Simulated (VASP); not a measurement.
# KI (I4/mmm) in VASP: settings compared

Aim: see how the results for KI move with the level of theory and the settings. Levels: PBE, r2SCAN. Tasks: single point.

Everything below comes from runs of VASP 6.6.1. Logs are shortened: lines on timing, memory, paths and dates and some standing lists are left out, and cuts for length are marked.

## 1. The cell of the first run

The structure is tetragonal, space group I4/mmm (No. 139). The conventional cell has a = 4.732 Å, b = 4.732 Å, c = 7.089 Å, α = 90.00°, β = 90.00°, γ = 90.00°. Within 4.4 Å of K (site symmetry 4/mmm) lie 6 I at 3.35 to 3.54 Å. I (site symmetry 4/mmm) has 6 K at 3.35 to 3.54 Å within 4.4 Å.

## 2. Single point, PBE (biaxial xy strain -5.6%)

File INCAR:

```
SYSTEM = KI
PREC = Accurate
ENCUT = 520
EDIFF = 1E-7
ISMEAR = -1
SIGMA = 0.02
LREAL = .False.
LASPH = .True.
NELM = 60
ALGO = Normal
ISIF = 2
LWAVE = .False.
LCHARG = .False.
GGA = PE
NBANDS = 15
```

File KPOINTS:

```
regular mesh
0
Gamma
  6 6 6
  0 0 0
```

File POSCAR:

```
KI
1.0
    0.0000000000      3.3460704328      3.5445661365
    3.3460704328      0.0000000000      3.5445661365
    3.3460704328      3.3460704328      0.0000000000
K I
1 1
Direct
    0.0000000000      0.0000000000      0.0000000000
    0.5000000000      0.5000000000      0.5000000000
```

Potentials or basis: VASP PAW PBE potentials, release 64 (K_sv, I).

Command:

```console
> cat potpaw_PBE.64/K_sv/POTCAR potpaw_PBE.64/I/POTCAR > POTCAR
> mpirun -np 1 vasp_std > vasp.out
```

OUTCAR:

```text
SYSTEM = KI
   PREC = Accurate
   ENCUT = 520
   EDIFF = 1E-7
   ISMEAR = -1
   LREAL = .False.
   LASPH = .True.
   NELM = 60
   ISIF = 2
   GGA = PE

 ion  position               nearest neighbor table
   1  0.000  0.000  0.000-   2 3.35   2 3.35   2 3.35   2 3.35   2 3.54   2 3.54
   2  0.500  0.500  0.500-   1 3.35   1 3.35   1 3.35   1 3.35   1 3.54   1 3.54

  LATTYP: Found a body centered tetragonal cell.
 ALAT       =     4.7320581867
 C/A-ratio  =     1.4981075873

  Lattice vectors:

 A1 = (  -3.3460704328,   0.0000000000,   3.5445661365)
 A2 = (   3.3460704328,   0.0000000000,   3.5445661365)
 A3 = (   0.0000000000,   3.3460704328,  -3.5445661365)

Analysis of symmetry for initial positions (statically):
=====================================================================
 Subroutine PRICEL returns:
 Original cell was already a primitive cell.

 Routine SETGRP: Setting up the symmetry group for a
 body centered tetragonal supercell.

 Subroutine GETGRP returns: Found 16 space group operations
 (whereof 16 operations were pure point group operations)
 out of a pool of 16 trial point group operations.

The static configuration has the point symmetry D_4h.

Analysis of symmetry for dynamics (positions and initial velocities):
=====================================================================
 Subroutine PRICEL returns:
 Original cell was already a primitive cell.

 Routine SETGRP: Setting up the symmetry group for a
 body centered tetragonal supercell.

 Subroutine GETGRP returns: Found 16 space group operations
 (whereof 16 operations were pure point group operations)
 out of a pool of 16 trial point group operations.

The dynamic configuration has the point symmetry D_4h.

 Subroutine INISYM returns: Found 16 space group operations
 (whereof 16 operations are pure point group operations),
 and found     1 'primitive' translations

----------------------------------------------------------------------------------------

                                     Primitive cell

  volume of cell :      79.3713

  direct lattice vectors                    reciprocal lattice vectors
     0.000000000  3.346070433  3.544566136    -0.149429012  0.149429012  0.141060988
     3.346070433  0.000000000  3.544566136     0.149429012 -0.149429012  0.141060988
     3.346070433  3.346070433  0.000000000     0.149429012  0.149429012 -0.141060988

  length of vectors
     4.874437038  4.874437038  4.732058187     0.254079243  0.254079243  0.254079243

  position of ions in fractional coordinates (direct lattice)
     0.000000000  0.000000000  0.000000000
     0.500000000  0.500000000  0.500000000

  ion indices of the primitive-cell ions
   primitive index   ion index
                 1           1
                 2           2

----------------------------------------------------------------------------------------

 KPOINTS: regular mesh

Automatic generation of k-mesh.
 Grid dimensions read from file:
 generate k-points for:    6    6    6

 Generating k-lattice:

  Cartesian coordinates                     Fractional coordinates (reciprocal lattice)
    -0.024904835  0.024904835  0.023510165     0.166666667 -0.000000000  0.000000000
     0.024904835 -0.024904835  0.023510165    -0.000000000  0.166666667  0.000000000
     0.024904835  0.024904835 -0.023510165     0.000000000  0.000000000  0.166666667

  Length of vectors
     0.042346540  0.042346540  0.042346540

  Shift w.r.t. Gamma in fractional coordinates (k-lattice)
     0.000000000  0.000000000  0.000000000

 Subroutine IBZKPT returns following result:
 ===========================================

 Found     30 irreducible k-points:

 Following reciprocal coordinates:
            Coordinates               Weight
  0.000000  0.000000  0.000000      1.000000
  0.166667  0.000000  0.000000      8.000000
  0.333333  0.000000  0.000000      8.000000
  0.500000  0.000000  0.000000      4.000000
  0.166667  0.166667  0.000000      2.000000
  0.333333  0.166667  0.000000      8.000000
[... 16 lines left out ...]
  0.333333  0.000000  0.333333      4.000000
  0.500000  0.000000  0.333333     16.000000
 [... further k-points ...]
   k-points           NKPTS =     30   k-points in BZ     NKDIM =     30   number of bands    NBANDS=     15
   number of dos      NEDOS =    301   number of ions     NIONS =      2
   total plane-waves  NPLWV =  46656
   dimension x,y,z NGX =    36 NGY =   36 NGZ =   36
   dimension x,y,z NGXF=    72 NGYF=   72 NGZF=   72
   ions per type =               1   1
   NGX,Y,Z   is equivalent  to a cutoff of  12.28, 12.28, 12.65 a.u.
   NGXF,Y,Z  is equivalent  to a cutoff of  24.56, 24.56, 25.29 a.u.
 SYSTEM =  KI
   PREC   = accura    normal or accurate (medium, high low for compatibility)
   ISTART =      0    job   : 0-new  1-cont  2-samecut
   ICHARG =      2    charge: 1-file 2-atom 10-const
   ISPIN  =      1    spin polarized calculation?
   LNONCOLLINEAR =      F non collinear calculations
   LSORBIT =      F    spin-orbit coupling
   LASPH  =      T    aspherical Exc in radial PAW
   ENCUT  =  520.0 eV  38.22 Ry    6.18 a.u.   9.06  9.06  8.80*2*pi/ulx,y,z
   NELM   =     60;   NELMIN=  2; NELMDL= -5     # of ELM steps
   EDIFF  = 0.1E-06   stopping-criterion for ELM
   LREAL  =      F    real-space projection
   EDIFFG = 0.1E-05   stopping-criterion for IOM
   NSW    =      0    number of steps for IOM
   IBRION =     -1    ionic relax: 0-MD 1-quasi-New 2-CG
   NFREE  =      0    steps in history (QN), initial steepest desc. (CG)
   ISIF   =      2    stress and relaxation
   ISYM   =      2    0-nonsym 1-usesym 2-fastsym
   POTIM  = 0.5000    time-step for ionic-motion
   TEBEG  =    0.0;   TEEND  =   0.0 temperature during run
   PSTRESS=    0.0 pullay stress
   NELECT =      16.0000    total number of electrons
   NUPDOWN=      -1.0000    fix difference up-down
   EMIN   =  10.00;   EMAX   =-10.00  energy-range for DOS
   EFERMI =   0.00;   METHOD = LEGACY
   ISMEAR =    -1;   SIGMA  =   0.02  broadening in eV -4-tet -1-fermi 0-gaus
   EFERMI_NEDOS =   21; number of points for ismear=-14 and -15
   IALGO  =     38    algorithm
   IMIX   =      4    mixing-type and parameters
     AMIX     =   0.40;   BMIX     =  1.00
     AMIX_MAG =   1.60;   BMIX_MAG =  1.00
  volume/ion in A,a.u.               =      39.69       267.81
  Fermi-wavevector in a.u.,A,eV,Ry     =   0.959902  1.813953 12.536580  0.921413
  Thomas-Fermi vector in A             =   2.089139
   LORBIT       =      0    0 simple, 1 ext, 2 COOP (PROOUT), +10 PAW based schemes
   GGA     = PE    functional components
   LHFCALC =     F    Hartree Fock is set to
   AEXX    =    0.0000 exact exchange contribution
   IVDW    =     0    specifies the selected vdW correction
   LEPSILON=     F    determine dielectric tensor
   LRPA    =     F    only Hartree local field effects (RPA)
 non-spin polarized calculation
  energy-cutoff  :      520.00
  volume of cell :       79.37
 maximum number of plane-waves:      2158
   NGX = 19   NGY = 19   NGZ = 17

 number of electron      16.0000002 magnetization

 Free energy of the ion-electron system (eV)
  ---------------------------------------------------
  ext. energy  EPLUGINS =         0.00000000
  ---------------------------------------------------
  free energy    TOTEN  =        -5.45388274 eV

  energy without entropy =       -5.45388274  energy(sigma->0) =       -5.45388274

 E-fermi :   0.5899     XC(G=0):  -7.5943

 val. band max:        0.1904242593   @ k =   0.0000   0.0000   0.0000
 cond. band min:       4.3858976785   @ k =   0.0000   0.0000   0.0000
 fundamental gap:      4.1954734192
 Fermi energy:         0.5898520502

 k-point     1 :       0.0000    0.0000    0.0000
  band No.  band energies     occupation
      1     -28.1576      2.00000
      2     -11.6659      2.00000
      3     -11.6659      2.00000
      4     -11.6568      2.00000
      5     -10.5091      2.00000
      6       0.1465      2.00000
      7       0.1904      2.00000
      8       0.1904      2.00000
      9       4.3859      0.00000
     10       6.3631      0.00000
     11       6.7373      0.00000
     12       6.7373      0.00000
     13       7.3035      0.00000
     14       7.5164      0.00000
     15      10.0770      0.00000

 k-point     2 :       0.1667    0.0000    0.0000
  band No.  band energies     occupation
      1     -28.1567      2.00000
      2     -11.7497      2.00000
      3     -11.6651      2.00000
      4     -11.6605      2.00000
      5     -10.3780      2.00000
      6      -0.3296      2.00000
      7       0.0378      2.00000
      8       0.0707      2.00000
      9       5.0520      0.00000
     10       6.5347      0.00000
     11       6.8581      0.00000
     12       7.0480      0.00000
     13       7.6892      0.00000
     14       7.9109      0.00000
     15      11.0452      0.00000

 k-point     3 :       0.3333    0.0000    0.0000
  band No.  band energies     occupation
      1     -28.1547      2.00000
      2     -11.8852      2.00000
      3     -11.6648      2.00000
      4     -11.6636      2.00000
      5     -10.1471      2.00000
      6      -1.0942      2.00000
      7      -0.1833      2.00000
      8      -0.1481      2.00000
      9       5.6625      0.00000
     10       7.4506      0.00000
     11       7.6180      0.00000
     12       7.8474      0.00000
     13       8.6995      0.00000
     14       8.8970      0.00000
     15      10.1982      0.00000
[... 343 lines left out ...]
 k-point    23 :       0.3333    0.0000    0.3333
  band No.  band energies     occupation
      1     -28.1535      2.00000
      2     -11.7923      2.00000
      3     -11.6951      2.00000
      4     -11.6753      2.00000
      5     -10.2455      2.00000
      6      -0.9606      2.00000
      7      -0.2179      2.00000
      8      -0.1828      2.00000
      9       5.2089      0.00000
     10       6.1554      0.00000
     11       8.0952      0.00000
     12       8.6827      0.00000
     13       9.1331      0.00000
     14       9.3283      0.00000
     15      10.4987      0.00000

 k-point    24 :       0.5000    0.0000    0.3333
  band No.  band energies     occupation
      1     -28.1525      2.00000
      2     -11.7833      2.00000
      3     -11.7069      2.00000
      4     -11.6816      2.00000
      5     -10.2322      2.00000
      6      -0.9550      2.00000
      7      -0.4615      2.00000
      8      -0.2824      2.00000
      9       5.3606      0.00000
     10       6.6893      0.00000
     11       8.1776      0.00000
     12       8.5610      0.00000
     13       9.3898      0.00000
     14       9.7081      0.00000
     15      10.4687      0.00000

 [... further k-points ...]

------------------------ aborting loop because EDIFF is reached ----------------------------------------

  FORCE on cell =-STRESS in cart. coord.  units (eV):
  Direction    XX          YY          ZZ          XY          YZ          ZX
  --------------------------------------------------------------------------------------
  -------------------------------------------------------------------------------------
  Total        1.6709627      1.6709627      0.5004466      0.0000000      0.0000000      0.0000000
  in kB       33.7298269     33.7298269     10.1019464      0.0000000      0.0000000      0.0000000
  external PRESSURE =      25.8538667 kB  Pullay stress =       0.0000000 kB

 VOLUME and BASIS-vectors are now :
 -----------------------------------------------------------------------------
  energy-cutoff  :      520.00
  volume of cell :       79.37
      direct lattice vectors                 reciprocal lattice vectors
     0.000000000  3.346070433  3.544566136    -0.149429012  0.149429012  0.141060988
     3.346070433  0.000000000  3.544566136     0.149429012 -0.149429012  0.141060988
     3.346070433  3.346070433  0.000000000     0.149429012  0.149429012 -0.141060988

 POSITION                                       TOTAL-FORCE (eV/Angst)
 -----------------------------------------------------------------------------------
      0.00000      0.00000      0.00000        -0.000000      0.000000      0.000000
      3.34607      3.34607      3.54457         0.000000     -0.000000      0.000000
 -----------------------------------------------------------------------------------
    total drift:                                0.000000      0.000000      0.000000

  FREE ENERGIE OF THE ION-ELECTRON SYSTEM (eV)
  ---------------------------------------------------
  free  energy   TOTEN  =        -5.4538827368 eV

  energy  without entropy=       -5.4538827368  energy(sigma->0) =       -5.45388274
```

Wall time 16 s (1 thread of Intel Xeon 6975P-C (Granite Rapids), shared host); peak memory 0.21 GiB.

What came out:

- Free energy: -5.4539 eV
- Pressure: 2.6 GPa
- Band gap on the k mesh: 4.20 eV, direct

Stress tensor (GPa, compression positive):
```
3.37 0.00 0.00
0.00 3.37 0.00
0.00 0.00 1.01
```

Caveat: the cell differs from its parent crystal (biaxial xy strain -5.6%); spin-orbit coupling is left out, which moves the levels of the heavy elements.

## 3. Single point, r2SCAN (biaxial xy strain -5.6%)

POSCAR is that of step 2.

File INCAR.step1:

```
SYSTEM = KI
PREC = Accurate
ENCUT = 520
ISMEAR = 0
SIGMA = 0.01
LREAL = .False.
LASPH = .True.
NELM = 60
NBANDS = 15
GGA = PE
ALGO = Normal
EDIFF = 1E-4
LWAVE = .True.
LCHARG = .False.
```

File INCAR.step2:

```
SYSTEM = KI
PREC = Accurate
ENCUT = 520
EDIFF = 1E-6
ISMEAR = 0
SIGMA = 0.01
LREAL = .False.
LASPH = .True.
NELM = 60
ALGO = Normal
ISIF = 2
LWAVE = .False.
LCHARG = .False.
METAGGA = R2SCAN
LMIXTAU = .True.
NBANDS = 15
ISTART = 1
```

File KPOINTS:

```
Automatic mesh
0
Gamma
  6 6 6
  0 0 0
```

Potentials or basis: VASP PAW PBE potentials, release 64 (K_sv, I).

Command:

```console
> cat potpaw_PBE.64/K_sv/POTCAR potpaw_PBE.64/I/POTCAR > POTCAR
> cp INCAR.step1 INCAR
> mpirun -np 1 vasp_std > vasp.out
> cp INCAR.step2 INCAR
> mpirun -np 1 vasp_std > vasp.out
```

Wall time 54 s (1 thread of Intel Xeon 6975P-C (Granite Rapids), shared host); peak memory 0.23 GiB.

It converged, with:

- Free energy: -33.9049 eV
- Pressure: 2.1 GPa
- Band gap on the k mesh: 4.86 eV, direct

Stress tensor (GPa, compression positive):
```
2.97 0.00 0.00
0.00 2.97 0.00
0.00 0.00 0.43
```

Levels at points of the mesh, in eV from the valence-band top:
| k point | band 5 | band 6 | band 7 | band 8 | band 9 | band 10 | band 11 | band 12 |
| --- | --- | --- | --- | --- | --- | --- | --- | --- |
| (0.00, 0.00, 0.00) | -11.02 | -0.05 | 0.00 | 0.00 | 4.86 | 6.71 | 7.09 | 7.09 |
| (0.50, 0.00, 0.00) | -10.53 | -1.61 | -0.48 | -0.44 | 6.10 | 8.59 | 8.76 | 9.21 |
| (0.50, 0.50, 0.00) | -10.83 | -1.27 | -0.37 | -0.37 | 5.20 | 6.78 | 8.81 | 9.86 |
| (0.50, 0.00, 0.50) | -10.80 | -1.18 | -0.52 | -0.47 | 5.14 | 6.73 | 8.95 | 9.92 |

Caveat: the cell differs from its parent crystal (biaxial xy strain -5.6%); the PAW data sets were made with another functional, which shifts forces and pressure a little; spin-orbit coupling is left out, which moves the levels of the heavy elements. A k mesh can miss the band edges.
